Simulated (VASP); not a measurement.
# Zn (P6_3/mmc) in VASP: notebook

Zn is run at these levels: PBE; tasks: single point.

Everything below comes from runs of VASP 6.6.1. Logs are shortened: lines on timing, memory, paths and dates and some standing lists are left out, and cuts for length are marked.

## 1. The cell of the first run

It takes space group P6_3/mmc (No. 194, hexagonal). The conventional cell has a = 2.670 Å, b = 2.670 Å, c = 4.966 Å, α = 90.00°, β = 90.00°, γ = 120.00°. Within 3.5 Å of Zn (site symmetry -6m2) lie 12 Zn at 2.67 to 2.92 Å.

## 2. Single point, PBE

File INCAR:

```
PREC = Accurate ; ENCUT = 520
EDIFF = 1E-6 ; ISMEAR = 1
SIGMA = 0.05 ; LREAL = F
LASPH = T ; NELM = 80
ALGO = Normal ; ISIF = 2
LWAVE = F ; LCHARG = F
GGA = PE ; NBANDS = 19
```

File KPOINTS:

```
Automatic mesh
0
Gamma
  10 10 5
```

File POSCAR:

```
Zn
1.0
    2.6700000000      0.0000000000      0.0000000000
   -1.3350000000      2.3122878281      0.0000000000
    0.0000000000      0.0000000000      4.9660000000
Zn
2
Direct
    0.6666666667      0.3333333333      0.7500000000
    0.3333333333      0.6666666667      0.2500000000
```

Potentials or basis: VASP PAW PBE potentials, release 64 (Zn).

On the command line:

```sh
cat potpaw_PBE.64/Zn/POTCAR > POTCAR
mpirun -np 1 vasp_std > vasp.out
```

OUTCAR:

```text
PREC = Accurate
   ENCUT = 520
   EDIFF = 1E-6
   ISMEAR = 1
   LREAL = F
   LASPH = T
   NELM = 80
   ISIF = 2
   GGA = PE

 ion  position               nearest neighbor table
   1  0.667  0.333  0.750-   2 2.92   2 2.92   2 2.92   2 2.92   2 2.92   2 2.92
   2  0.333  0.667  0.250-   1 2.92   1 2.92   1 2.92   1 2.92   1 2.92   1 2.92

  LATTYP: Found a hexagonal cell.
 ALAT       =     2.6700000000
 C/A-ratio  =     1.8599250936

  Lattice vectors:

 A1 = (   2.6700000000,   0.0000000000,   0.0000000000)
 A2 = (  -1.3350000000,   2.3122878281,   0.0000000000)
 A3 = (   0.0000000000,   0.0000000000,   4.9660000000)

Analysis of symmetry for initial positions (statically):
=====================================================================
 Subroutine PRICEL returns:
 Original cell was already a primitive cell.

 Routine SETGRP: Setting up the symmetry group for a
 hexagonal supercell.

 Subroutine GETGRP returns: Found 24 space group operations
 (whereof 12 operations were pure point group operations)
 out of a pool of 24 trial point group operations.

The static configuration has the point symmetry D_3d.
 The point group associated with its full space group is D_6h.

Analysis of symmetry for dynamics (positions and initial velocities):
=====================================================================
 Subroutine PRICEL returns:
 Original cell was already a primitive cell.

 Routine SETGRP: Setting up the symmetry group for a
 hexagonal supercell.

 Subroutine GETGRP returns: Found 24 space group operations
 (whereof 12 operations were pure point group operations)
 out of a pool of 24 trial point group operations.

The dynamic configuration has the point symmetry D_3d.
 The point group associated with its full space group is D_6h.

 Subroutine INISYM returns: Found 24 space group operations
 (whereof 12 operations are pure point group operations),
 and found     1 'primitive' translations

----------------------------------------------------------------------------------------

                                     Primitive cell

  volume of cell :      30.6591

  direct lattice vectors                    reciprocal lattice vectors
     2.670000000  0.000000000  0.000000000     0.374531835  0.216236056  0.000000000
    -1.335000000  2.312287828  0.000000000     0.000000000  0.432472112  0.000000000
     0.000000000  0.000000000  4.966000000     0.000000000  0.000000000  0.201369311

  length of vectors
     2.670000000  2.670000000  4.966000000     0.432472112  0.432472112  0.201369311

  position of ions in fractional coordinates (direct lattice)
     0.666666667  0.333333333  0.750000000
     0.333333333  0.666666667  0.250000000

  ion indices of the primitive-cell ions
   primitive index   ion index
                 1           1
                 2           2

----------------------------------------------------------------------------------------

 KPOINTS: Automatic mesh

Automatic generation of k-mesh.
 Grid dimensions read from file:
 generate k-points for:   10   10    5

 Generating k-lattice:

  Cartesian coordinates                     Fractional coordinates (reciprocal lattice)
     0.037453184  0.021623606  0.000000000     0.100000000 -0.000000000  0.000000000
     0.000000000  0.043247211  0.000000000     0.000000000  0.100000000  0.000000000
     0.000000000  0.000000000  0.040273862     0.000000000  0.000000000  0.200000000

  Length of vectors
     0.043247211  0.043247211  0.040273862

  Shift w.r.t. Gamma in fractional coordinates (k-lattice)
     0.000000000  0.000000000  0.000000000

 Subroutine IBZKPT returns following result:
 ===========================================

 Found     42 irreducible k-points:

 Following reciprocal coordinates:
            Coordinates               Weight
  0.000000  0.000000  0.000000      1.000000
  0.100000  0.000000  0.000000      6.000000
  0.200000  0.000000  0.000000      6.000000
  0.300000  0.000000  0.000000      6.000000
  0.400000  0.000000  0.000000      6.000000
  0.500000  0.000000  0.000000      3.000000
[... 16 lines left out ...]
  0.300000  0.100000  0.200000     24.000000
  0.400000  0.100000  0.200000     24.000000
 [... further k-points ...]
   k-points           NKPTS =     42   k-points in BZ     NKDIM =     42   number of bands    NBANDS=     19
   number of dos      NEDOS =    301   number of ions     NIONS =      2
   total plane-waves  NPLWV =  16000
   dimension x,y,z NGX =    20 NGY =   20 NGZ =   40
   dimension x,y,z NGXF=    40 NGYF=   40 NGZF=   80
   ions per type =               2
   NGX,Y,Z   is equivalent  to a cutoff of  12.45, 12.45, 13.39 a.u.
   NGXF,Y,Z  is equivalent  to a cutoff of  24.91, 24.91, 26.78 a.u.
 SYSTEM =  unknown system
   PREC   = accura    normal or accurate (medium, high low for compatibility)
   ISTART =      0    job   : 0-new  1-cont  2-samecut
   ICHARG =      2    charge: 1-file 2-atom 10-const
   ISPIN  =      1    spin polarized calculation?
   LNONCOLLINEAR =      F non collinear calculations
   LSORBIT =      F    spin-orbit coupling
   LASPH  =      T    aspherical Exc in radial PAW
   ENCUT  =  520.0 eV  38.22 Ry    6.18 a.u.   4.96  4.96  9.23*2*pi/ulx,y,z
   NELM   =     80;   NELMIN=  2; NELMDL= -5     # of ELM steps
   EDIFF  = 0.1E-05   stopping-criterion for ELM
   LREAL  =      F    real-space projection
   EDIFFG = 0.1E-04   stopping-criterion for IOM
   NSW    =      0    number of steps for IOM
   IBRION =     -1    ionic relax: 0-MD 1-quasi-New 2-CG
   NFREE  =      0    steps in history (QN), initial steepest desc. (CG)
   ISIF   =      2    stress and relaxation
   ISYM   =      2    0-nonsym 1-usesym 2-fastsym
   POTIM  = 0.5000    time-step for ionic-motion
   TEBEG  =    0.0;   TEEND  =   0.0 temperature during run
   PSTRESS=    0.0 pullay stress
   NELECT =      24.0000    total number of electrons
   NUPDOWN=      -1.0000    fix difference up-down
   EMIN   =  10.00;   EMAX   =-10.00  energy-range for DOS
   EFERMI =   0.00;   METHOD = LEGACY
   ISMEAR =     1;   SIGMA  =   0.05  broadening in eV -4-tet -1-fermi 0-gaus
   EFERMI_NEDOS =   21; number of points for ismear=-14 and -15
   IALGO  =     38    algorithm
   IMIX   =      4    mixing-type and parameters
     AMIX     =   0.40;   BMIX     =  1.00
     AMIX_MAG =   1.60;   BMIX_MAG =  1.00
  volume/ion in A,a.u.               =      15.33       103.45
  Fermi-wavevector in a.u.,A,eV,Ry     =   1.508778  2.851177 30.972445  2.276410
  Thomas-Fermi vector in A             =   2.619187
   LORBIT       =      0    0 simple, 1 ext, 2 COOP (PROOUT), +10 PAW based schemes
   GGA     = PE    functional components
   LHFCALC =     F    Hartree Fock is set to
   AEXX    =    0.0000 exact exchange contribution
   IVDW    =     0    specifies the selected vdW correction
   LEPSILON=     F    determine dielectric tensor
   LRPA    =     F    only Hartree local field effects (RPA)
 non-spin polarized calculation
 Methfessel and Paxton  Order N= 1 SIGMA  =   0.05
  energy-cutoff  :      520.00
  volume of cell :       30.66
 maximum number of plane-waves:       843
 NGX is ok and might be reduce to    20
   NGX =  9   NGY =  9   NGZ = 19

 number of electron      24.0000011 magnetization

 Free energy of the ion-electron system (eV)
  ---------------------------------------------------
  ext. energy  EPLUGINS =         0.00000000
  ---------------------------------------------------
  free energy    TOTEN  =        -2.22968509 eV

  energy without entropy =       -2.22965860  energy(sigma->0) =       -2.22967626

 E-fermi :   2.8274     XC(G=0): -11.5101

 val. band max:        2.8153296965   @ k =   0.1000   0.0000   0.2000
 cond. band min:       3.0979034428   @ k =   0.4000   0.0000   0.0000
 fundamental gap:      0.2825737463
 Fermi energy:         2.8273655271

 k-point     1 :       0.0000    0.0000    0.0000
  band No.  band energies     occupation
      1      -7.2826      2.00000
      2      -5.5196      2.00000
      3      -4.8381      2.00000
      4      -4.6060      2.00000
      5      -4.6060      2.00000
      6      -4.5573      2.00000
[... 11 lines left out ...]
     18      22.0605      0.00000
     19      22.0631      0.00000

 k-point     2 :       0.1000    0.0000    0.0000
  band No.  band energies     occupation
      1      -6.9888      2.00000
      2      -5.3977      2.00000
      3      -4.8112      2.00000
      4      -4.6313      2.00000
      5      -4.5841      2.00000
      6      -4.5382      2.00000
[... 11 lines left out ...]
     18      20.7166      0.00000
     19      22.3895      0.00000

 k-point     3 :       0.2000    0.0000    0.0000
  band No.  band energies     occupation
      1      -6.1629      2.00000
      2      -5.1641      2.00000
      3      -4.7705      2.00000
      4      -4.6751      2.00000
      5      -4.5730      2.00000
      6      -4.5154      2.00000
[... 11 lines left out ...]
     18      18.9163      0.00000
     19      19.1894      0.00000

 k-point     4 :       0.3000    0.0000    0.0000
  band No.  band energies     occupation
      1      -5.3482      2.00000
      2      -5.1528      2.00000
      3      -4.8543      2.00000
      4      -4.6456      2.00000
      5      -4.4843      2.00000
      6      -4.4757      2.00000
[... 11 lines left out ...]
     18      18.0060      0.00000
     19      19.7712      0.00000

 k-point     5 :       0.4000    0.0000    0.0000
  band No.  band energies     occupation
      1      -5.2942      2.00000
      2      -5.2153      2.00000
      3      -5.0313      2.00000
      4      -4.5803      2.00000
      5      -4.5084      2.00000
      6      -4.4447      2.00000
[... 11 lines left out ...]
     18      17.4616      0.00000
     19      18.7926      0.00000
[... 334 lines left out ...]
      2      -5.1925      2.00000
      3      -4.7868      2.00000
      4      -4.6856      2.00000
      5      -4.6700      2.00000
      6      -4.4786      2.00000
[... 11 lines left out ...]
     18      18.4065      0.00000
     19      22.3556      0.00000

 k-point    22 :       0.2000    0.1000    0.2000
  band No.  band energies     occupation
      1      -5.3632      2.00000
      2      -5.0187      2.00000
      3      -4.8019      2.00000
      4      -4.7399      2.00000
      5      -4.7100      2.00000
      6      -4.5336      2.00000
[... 11 lines left out ...]
     18      16.5911      0.00000
     19      19.3111      0.00000

 k-point    23 :       0.3000    0.1000    0.2000
  band No.  band energies     occupation
      1      -5.1757      2.00000
      2      -5.1150      2.00000
      3      -4.9048      2.00000
      4      -4.7690      2.00000
      5      -4.5139      2.00000
      6      -4.3876      2.00000
[... 11 lines left out ...]
     18      15.4645      0.00000
     19      17.9147      0.00000

 k-point    24 :       0.4000    0.1000    0.2000
  band No.  band energies     occupation
      1      -5.2277      2.00000
      2      -5.2109      2.00000
      3      -4.9823      2.00000
      4      -4.7714      2.00000
      5      -4.4981      2.00000
      6      -4.3404      2.00000
[... 11 lines left out ...]
     18      14.8407      0.00000
     19      19.0687      0.00000

 [... further k-points ...]
[... 5 lines left out ...]
  --------------------------------------------------------------------------------------
  -------------------------------------------------------------------------------------
  Total       -0.1477053     -0.1477053     -0.0085594      0.0000000     -0.0000000      0.0000000
  in kB       -7.7187475     -7.7187475     -0.4472959      0.0000000     -0.0000000      0.0000000
  external PRESSURE =      -5.2949303 kB  Pullay stress =       0.0000000 kB

 VOLUME and BASIS-vectors are now :
 -----------------------------------------------------------------------------
  energy-cutoff  :      520.00
  volume of cell :       30.66
      direct lattice vectors                 reciprocal lattice vectors
     2.670000000  0.000000000  0.000000000     0.374531835  0.216236056  0.000000000
    -1.335000000  2.312287828  0.000000000     0.000000000  0.432472112  0.000000000
     0.000000000  0.000000000  4.966000000     0.000000000  0.000000000  0.201369311

 POSITION                                       TOTAL-FORCE (eV/Angst)
 -----------------------------------------------------------------------------------
      1.33500      0.77076      3.72450         0.000000     -0.000000      0.000000
     -0.00000      1.54153      1.24150        -0.000000      0.000000      0.000000
 -----------------------------------------------------------------------------------
    total drift:                               -0.000000      0.000000      0.000000

  FREE ENERGIE OF THE ION-ELECTRON SYSTEM (eV)
  ---------------------------------------------------
  free  energy   TOTEN  =        -2.2296850918 eV

  energy  without entropy=       -2.2296585998  energy(sigma->0) =       -2.22967626
```

Wall time 7.8 s (1 thread of Intel Xeon 6975P-C (Granite Rapids), shared host); peak memory 0.14 GiB.

Results:

* Free energy: -2.2297 eV
* Pressure: -0.5 GPa
* Band gap on the k mesh: zero (band 12 reaches 4.15 eV, above the bottom of band 13 at -0.01 eV)

Levels at points of the mesh, in eV from the Fermi level:
```csv
k point,band 9,band 10,band 11,band 12,band 13,band 14,band 15,band 16
"(0.00, 0.00, 0.00)",-7.06,-6.86,-6.86,-3.37,-2.84,13.71,17.35,17.59
"(0.50, 0.00, 0.00)",-6.68,-6.66,-2.58,-1.92,2.82,3.76,4.26,5.91
```

[end of part 1 of 2]
